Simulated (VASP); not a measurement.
# Sb (R-3m) in VASP: notebook

Aim: see how the results for Sb move with the level of theory and the settings. Levels: PBE-based global hybrid with 10 % exact exchange, PBE-based global hybrid with 15 % exact exchange, PBE-based global hybrid with 35 % exact exchange. Tasks: single point.

Everything below comes from runs of VASP 6.6.1. Logs are shortened: lines on timing, memory, paths and dates and some standing lists are left out, and cuts for length are marked.

## Step 1: The cell of the first run

Symmetry: R-3m, No. 166, trigonal system. The conventional cell has a = 4.308 Å, b = 4.308 Å, c = 11.274 Å, α = 90.00°, β = 90.00°, γ = 120.00°. Sb (site symmetry 3m) has 6 Sb at 2.91 to 3.35 Å within 3.8 Å.

## Step 2: Single point, PBE-based global hybrid with 10 % exact exchange

POSCAR

```
Sb
1.0
    2.1542000000      1.2437279499      3.7580000000
   -2.1542000000      1.2437279499      3.7580000000
    0.0000000000     -2.4874558998      3.7580000000
Sb
2
Direct
    0.7665100000      0.7665100000      0.7665100000
    0.2334900000      0.2334900000      0.2334900000
```

INCAR.step1

```
SYSTEM = Sb
PREC = Accurate
ENCUT = 400
EDIFF = 1E-5
ISMEAR = -1
SIGMA = 0.05
LREAL = .False.
LASPH = .True.
NELM = 120
ALGO = Normal
ISIF = 2
LWAVE = .True.
NBANDS = 12
GGA = PE
GGA_COMPAT = .False.
```

INCAR.step2

```
SYSTEM = Sb
PREC = Accurate
ENCUT = 400
EDIFF = 1E-6
ISMEAR = -1
SIGMA = 0.05
LREAL = .False.
LASPH = .True.
NELM = 120
ALGO = Normal
ISIF = 2
LWAVE = .False.
LCHARG = .True.
GGA = PE
LHFCALC = .True.
AEXX = 0.1
PRECFOCK = Normal
LELF = .True.
LVHAR = .True.
NBANDS = 12
ISTART = 1
GGA_COMPAT = .False.
```

KPOINTS

```
Automatic mesh
0
Gamma
  4 4 4
  0 0 0
```

Potentials or basis: VASP PAW PBE potentials, release 64 (Sb).

Run with:

```bash
$ cat potpaw_PBE.64/Sb/POTCAR > POTCAR
$ cp INCAR.step1 INCAR
$ mpirun -np 1 vasp_std > vasp.out
$ cp INCAR.step2 INCAR
$ mpirun -np 1 vasp_std > vasp.out
```

OUTCAR:

```text
SYSTEM = Sb
   PREC = Accurate
   ENCUT = 400
   EDIFF = 1E-6
   ISMEAR = -1
   LREAL = .False.
   LASPH = .True.
   NELM = 120
   ISIF = 2
   GGA = PE
   LHFCALC = .True.
   AEXX = 0.1
   PRECFOCK = Normal
   ISTART = 1

 ion  position               nearest neighbor table
   1  0.767  0.767  0.767-   2 2.91   2 2.91   2 2.91   2 3.35   2 3.35   2 3.35
   2  0.233  0.233  0.233-   1 2.91   1 2.91   1 2.91   1 3.35   1 3.35   1 3.35

  LATTYP: Found a trigonal (rhomboedric) cell.
 ALAT       =     4.5066618304
 COS(alpha) =     0.5430253624

  Lattice vectors:

 A1 = (   2.1542000000,   1.2437279499,   3.7580000000)
 A2 = (  -2.1542000000,   1.2437279499,   3.7580000000)
 A3 = (   0.0000000000,  -2.4874558998,   3.7580000000)

Analysis of symmetry for initial positions (statically):
=====================================================================
 Subroutine PRICEL returns:
 Original cell was already a primitive cell.

 Routine SETGRP: Setting up the symmetry group for a
 trigonal (rhombohedral) supercell.

 Subroutine GETGRP returns: Found 12 space group operations
 (whereof 12 operations were pure point group operations)
 out of a pool of 12 trial point group operations.

The static configuration has the point symmetry D_3d.

Analysis of symmetry for dynamics (positions and initial velocities):
=====================================================================
 Subroutine PRICEL returns:
 Original cell was already a primitive cell.

 Routine SETGRP: Setting up the symmetry group for a
 trigonal (rhombohedral) supercell.

 Subroutine GETGRP returns: Found 12 space group operations
 (whereof 12 operations were pure point group operations)
 out of a pool of 12 trial point group operations.

The dynamic configuration has the point symmetry D_3d.

 Subroutine INISYM returns: Found 12 space group operations
 (whereof 12 operations are pure point group operations),
 and found     1 'primitive' translations

----------------------------------------------------------------------------------------

                                     Primitive cell

  volume of cell :      60.4115

  direct lattice vectors                    reciprocal lattice vectors
     2.154200000  1.243727950  3.758000000     0.232104726  0.134005726  0.088699663
    -2.154200000  1.243727950  3.758000000    -0.232104726  0.134005726  0.088699663
     0.000000000 -2.487455900  3.758000000     0.000000000 -0.268011452  0.088699663

  length of vectors
     4.506661830  4.506661830  4.506661830     0.282307932  0.282307932  0.282307932

  position of ions in fractional coordinates (direct lattice)
     0.766510000  0.766510000  0.766510000
     0.233490000  0.233490000  0.233490000

  ion indices of the primitive-cell ions
   primitive index   ion index
                 1           1
                 2           2

----------------------------------------------------------------------------------------

 KPOINTS: Automatic mesh

Automatic generation of k-mesh.
 Grid dimensions read from file:
 generate k-points for:    4    4    4

 Generating k-lattice:

  Cartesian coordinates                     Fractional coordinates (reciprocal lattice)
     0.058026181  0.033501431  0.022174916     0.250000000  0.000000000  0.000000000
    -0.058026181  0.033501431  0.022174916     0.000000000  0.250000000  0.000000000
     0.000000000 -0.067002863  0.022174916     0.000000000  0.000000000  0.250000000

  Length of vectors
     0.070576983  0.070576983  0.070576983

  Shift w.r.t. Gamma in fractional coordinates (k-lattice)
     0.000000000  0.000000000  0.000000000

 Subroutine IBZKPT returns following result:
 ===========================================

 Found     13 irreducible k-points:

 Following reciprocal coordinates:
            Coordinates               Weight
  0.000000  0.000000  0.000000      1.000000
  0.250000 -0.000000  0.000000      6.000000
  0.500000 -0.000000  0.000000      3.000000
  0.250000  0.250000  0.000000      6.000000
  0.500000  0.250000 -0.000000     12.000000
 -0.250000  0.250000  0.000000      6.000000
  0.500000  0.500000  0.000000      3.000000
  0.250000  0.250000  0.250000      2.000000
  0.500000  0.250000  0.250000      6.000000
 -0.250000  0.250000  0.250000      6.000000
  0.500000  0.500000  0.250000      6.000000
 -0.250000  0.500000  0.250000      6.000000
  0.500000  0.500000  0.500000      1.000000
   k-points           NKPTS =     13   k-points in BZ     NKDIM =     64   number of bands    NBANDS=     12
   number of dos      NEDOS =    301   number of ions     NIONS =      2
   total plane-waves  NPLWV =  27000
   dimension x,y,z NGX =    30 NGY =   30 NGZ =   30
   dimension x,y,z NGXF=    60 NGYF=   60 NGZF=   60
   ions per type =               2
   NGX,Y,Z   is equivalent  to a cutoff of  11.07, 11.07, 11.07 a.u.
   NGXF,Y,Z  is equivalent  to a cutoff of  22.13, 22.13, 22.13 a.u.
 SYSTEM =  Sb
   PREC   = accura    normal or accurate (medium, high low for compatibility)
   ISTART =      1    job   : 0-new  1-cont  2-samecut
   ICHARG =      0    charge: 1-file 2-atom 10-const
   ISPIN  =      1    spin polarized calculation?
   LNONCOLLINEAR =      F non collinear calculations
   LSORBIT =      F    spin-orbit coupling
   LASPH  =      T    aspherical Exc in radial PAW
   ENCUT  =  400.0 eV  29.40 Ry    5.42 a.u.   7.35  7.35  7.35*2*pi/ulx,y,z
   NELM   =    120;   NELMIN=  2; NELMDL=  0     # of ELM steps
   EDIFF  = 0.1E-05   stopping-criterion for ELM
   LREAL  =      F    real-space projection
   EDIFFG = 0.1E-04   stopping-criterion for IOM
   NSW    =      0    number of steps for IOM
   IBRION =     -1    ionic relax: 0-MD 1-quasi-New 2-CG
   NFREE  =      0    steps in history (QN), initial steepest desc. (CG)
   ISIF   =      2    stress and relaxation
   ISYM   =      3    0-nonsym 1-usesym 2-fastsym
   POTIM  = 0.5000    time-step for ionic-motion
   TEBEG  =    0.0;   TEEND  =   0.0 temperature during run
   PSTRESS=    0.0 pullay stress
   NELECT =      10.0000    total number of electrons
   NUPDOWN=      -1.0000    fix difference up-down
   EMIN   =  10.00;   EMAX   =-10.00  energy-range for DOS
   EFERMI =   0.00;   METHOD = LEGACY
   ISMEAR =    -1;   SIGMA  =   0.05  broadening in eV -4-tet -1-fermi 0-gaus
   EFERMI_NEDOS =   21; number of points for ismear=-14 and -15
   IALGO  =     38    algorithm
   IMIX   =      1    mixing-type and parameters
     AMIX     =   0.40;   BMIX     =  1.00
     AMIX_MAG =   1.60;   BMIX_MAG =  1.00
  volume/ion in A,a.u.               =      30.21       203.84
  Fermi-wavevector in a.u.,A,eV,Ry     =   0.898880  1.698637 10.993305  0.807985
  Thomas-Fermi vector in A             =   2.021644
   LORBIT       =      0    0 simple, 1 ext, 2 COOP (PROOUT), +10 PAW based schemes
   GGA     = PE    functional components
   LHFCALC =     T    Hartree Fock is set to
   PRECFOCK=normal    Normal, Fast or Accurate (Low or Medium for compatibility)
   ENCUT4O =  -1.0   cutoff for four orbital integrals eV
   NKREDX  =     1    reduce k-point grid by
   NKREDY  =     1    reduce k-point grid by
   NKREDZ  =     1    reduce k-point grid by
   AEXX    =    0.1000 exact exchange contribution
   HFSCREEN=    0.0000 screening length (either q_TF or 0.3 A-1)
   HFSCREENC=   0.0000 screening length for correlation (either q_TF or 0.3 A-1)
   ENCUTFOCK=  -1.0 apply spherical cutoff to Coloumb kernel
   IVDW    =     0    specifies the selected vdW correction
   LEPSILON=     F    determine dielectric tensor
   LRPA    =     F    only Hartree local field effects (RPA)
 non-spin polarized calculation
  energy-cutoff  :      400.00
  volume of cell :       60.41
 maximum number of plane-waves:      1113
 NGX is ok and might be reduce to    30
  NGX = 24; NGY = 24; NGZ = 24

 number of electron      10.0000002 magnetization

 Free energy of the ion-electron system (eV)
  ---------------------------------------------------
  ext. energy  EPLUGINS =         0.00000000
  ---------------------------------------------------
  free energy    TOTEN  =        -9.43301554 eV

  energy without entropy =       -9.43241116  energy(sigma->0) =       -9.43271335

 E-fermi :   6.9982     XC(G=0):  -8.7457

 val. band max:        6.7724697783   @ k =   0.5000  -0.0000   0.0000
 cond. band min:       7.2204458553   @ k =   0.5000  -0.0000   0.0000
 fundamental gap:      0.4479760770
 Fermi energy:         6.9982408128

 k-point     1 :       0.0000    0.0000    0.0000
  band No.  band energies     occupation
      1      -6.2458      2.00000
      2       2.1233      2.00000
      3       4.8784      2.00000
      4       5.1625      2.00000
      5       5.1625      2.00000
      6       9.5981      0.00000
      7      10.2617      0.00000
      8      10.2617      0.00000
      9      12.6464      0.00000
     10      12.6464      0.00000
     11      12.8129      0.00000
     12      14.1942      0.00000

 k-point     2 :       0.2500   -0.0000    0.0000
  band No.  band energies     occupation
      1      -5.5315      2.00000
      2      -0.2328      2.00000
      3       4.9551      2.00000
      4       5.0522      2.00000
      5       5.9839      2.00000
      6       8.7244      0.00000
      7       8.8608      0.00000
      8       8.9426      0.00000
      9      12.4827      0.00000
     10      13.0674      0.00000
     11      13.5974      0.00000
     12      17.4431      0.00000

 k-point     3 :       0.5000   -0.0000    0.0000
  band No.  band energies     occupation
      1      -3.7766      2.00000
      2      -3.0226      2.00000
      3       5.0142      2.00000
      4       5.1428      2.00000
      5       6.7725      1.97836
      6       7.2204      0.02322
      7       7.6292      0.00001
      8       7.9321      0.00000
      9      15.2177      0.00000
     10      15.8401      0.00000
     11      16.7505      0.00000
     12      16.7808      0.00000
[... 121 lines left out ...]
 k-point    12 :      -0.2500    0.5000    0.2500
  band No.  band energies     occupation
      1      -3.2787      2.00000
      2      -2.3167      2.00000
      3       1.8507      2.00000
      4       1.8681      2.00000
      5       6.3592      1.99999
      6       8.1498      0.00000
      7      12.1374      0.00000
      8      12.1517      0.00000
      9      13.7558      0.00000
     10      13.9320      0.00000
     11      17.8723      0.00000
     12      17.9158      0.00000

 k-point    13 :       0.5000    0.5000    0.5000
  band No.  band energies     occupation
      1      -4.6348      2.00000
      2      -2.3507      2.00000
      3       5.6743      2.00000
      4       5.6743      2.00000
      5       6.6968      1.99519
      6       7.5406      0.00004
      7       7.5406      0.00004
      8       8.5305      0.00000
      9      14.6479      0.00000
     10      16.2951      0.00000
     11      16.2951      0.00000
     12      16.7954      0.00000

------------------------ aborting loop because EDIFF is reached ----------------------------------------

  FORCE on cell =-STRESS in cart. coord.  units (eV):
  Direction    XX          YY          ZZ          XY          YZ          ZX
  --------------------------------------------------------------------------------------
  -------------------------------------------------------------------------------------
  Total        0.7254556      0.7254556      0.3338856      0.0000000     -0.0000000      0.0000000
  in kB       19.2398640     19.2398640      8.8550055      0.0000000     -0.0000000      0.0000000
  external PRESSURE =      15.7782445 kB  Pullay stress =       0.0000000 kB

 VOLUME and BASIS-vectors are now :
 -----------------------------------------------------------------------------
  energy-cutoff  :      400.00
  volume of cell :       60.41
      direct lattice vectors                 reciprocal lattice vectors
     2.154200000  1.243727950  3.758000000     0.232104726  0.134005726  0.088699663
    -2.154200000  1.243727950  3.758000000    -0.232104726  0.134005726  0.088699663
     0.000000000 -2.487455900  3.758000000     0.000000000 -0.268011452  0.088699663

 POSITION                                       TOTAL-FORCE (eV/Angst)
 -----------------------------------------------------------------------------------
      0.00000      0.00000      8.64163         0.000000      0.000000      0.168137
      0.00000      0.00000      2.63237         0.000000     -0.000000     -0.168137
 -----------------------------------------------------------------------------------
    total drift:                               -0.000000     -0.000000      0.000000

  FREE ENERGIE OF THE ION-ELECTRON SYSTEM (eV)
  ---------------------------------------------------
  free  energy   TOTEN  =        -9.4330155400 eV

  energy  without entropy=       -9.4324111646  energy(sigma->0) =       -9.43271335
```

It took 6.5 min on 1 thread of Intel Xeon 8259CL, shared host; peak memory 0.18 GiB.

Results:

* Free energy: -9.4330 eV
* Pressure: 1.6 GPa
* Largest force: 0.168 eV/Å

Forces on the atoms (eV/Å):
```
Sb   0.000  0.000  0.168
Sb   0.000  0.000 -0.168
```

Stress tensor (GPa, compression positive):
```
1.92 0.00 0.00
0.00 1.92 0.00
0.00 0.00 0.89
```

Caveat: the k points lie up to 0.44 Å⁻¹ apart; the PAW data sets were made with another functional, which shifts forces and pressure a little; spin-orbit coupling is left out, which moves the levels of the heavy elements.

## Step 3: Single point, PBE-based global hybrid with 15 % exact exchange

POSCAR is that of step 2.

INCAR.step1

```
SYSTEM = Sb
  PREC = Accurate
  ENCUT = 400
  EDIFF = 1E-5
  ISMEAR = -1
  SIGMA = 0.05
  LREAL = .False.
  LASPH = .True.
  NELM = 120
  ALGO = Normal
  ISIF = 2
  LWAVE = .True.
  NBANDS = 12
  GGA = PE
  GGA_COMPAT = .False.
```

INCAR.step2

```
SYSTEM = Sb
  PREC = Accurate
  ENCUT = 400
  EDIFF = 1E-6
  ISMEAR = -1
  SIGMA = 0.05
  LREAL = .False.
  LASPH = .True.
  NELM = 120
  ALGO = Normal
  ISIF = 2
  LWAVE = .False.
  LCHARG = .True.
  GGA = PE
  LHFCALC = .True.
  AEXX = 0.15
  PRECFOCK = Normal
  LELF = .True.
  LVHAR = .True.
  NBANDS = 12
  ISTART = 1
  GGA_COMPAT = .False.
```

KPOINTS is that of step 2.

Potentials or basis: VASP PAW PBE potentials, release 64 (Sb).

Run with:

```bash
$ cat potpaw_PBE.64/Sb/POTCAR > POTCAR
$ cp INCAR.step1 INCAR
$ mpirun -np 1 vasp_std > vasp.out
$ cp INCAR.step2 INCAR
$ mpirun -np 1 vasp_std > vasp.out
```

It took 12 min on 1 thread of Intel Xeon 8259CL, shared host; peak memory 0.18 GiB.

It converged, with:

| Item | Value |
| --- | --- |
| Free energy | -10.0420 eV |
| Pressure | 1.0 GPa |
| Largest force | 0.257 eV/Å |
| Band gap on the k mesh | 0.64 eV |

Forces on the atoms (eV/Å):
```
Sb   0.000  0.000  0.257
Sb   0.000  0.000 -0.257
```

Stress tensor (GPa, compression positive):
```
1.30 0.00 0.00
0.00 1.30 0.00
0.00 0.00 0.43
```

Levels at points of the mesh, in eV from the valence-band top:
| k point | band 2 | band 3 | band 4 | band 5 | band 6 | band 7 | band 8 | band 9 |
| --- | --- | --- | --- | --- | --- | --- | --- | --- |
| (0.00, 0.00, 0.00) | -4.71 | -1.95 | -1.66 | -1.66 | 3.06 | 3.75 | 3.75 | 6.14 |
| (0.50, 0.00, 0.00) | -10.01 | -1.81 | -1.67 | 0.00 | 0.64 | 1.06 | 1.36 | 8.75 |
| (0.50, 0.50, 0.00) | -8.22 | -5.57 | -3.77 | -3.66 | 2.44 | 6.14 | 6.73 | 8.26 |
| (0.50, 0.50, 0.50) | -9.33 | -1.13 | -1.13 | -0.02 | 0.95 | 0.95 | 1.94 | 8.18 |

Caveat: the k points lie up to 0.44 Å⁻¹ apart; the PAW data sets were made with another functional, which shifts forces and pressure a little; spin-orbit coupling is left out, which moves the levels of the heavy elements. A k mesh can miss the band edges.

(Continued in part 2 of 2.)
